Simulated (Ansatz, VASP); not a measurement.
Two plane-wave programs on Nb

```
Nb
1.0
    -1.65556    1.65556    1.65556
     1.65556   -1.65556    1.65556
     1.65556    1.65556   -1.65556
Nb
1
Direct
  0.00000 0.00000 0.00000
```

Alike in both runs: functional PBE; k mesh 18 × 18 × 18; occupations gaussian, width 0.1 eV; no spin polarisation.

Ansatz relaxed the structure, and its values are those at the end. VASP's run is a single point on that final structure, the one shown.

|  | VASP | Ansatz |
| --- | --- | --- |
| version | VASP 6.6.1 | Ansatz 0.2.0 |
| potentials or method | VASP PAW PBE potentials, release 64 (Nb_sv), cutoff 520 eV | scalar-relativistic, plane waves, PAW |
| valence electrons in the cell | 13 | 13 |

```csv
,VASP,Ansatz,Ansatz less VASP
gap on the k mesh at the Fermi level (eV),none,none,-
pressure (GPa),-0.3,0.0,+0.32
```

A gap of «none» marks a metal or a gap that the smearing closes. The functional is the same, so the differences come from potentials, cutoffs and numerics.
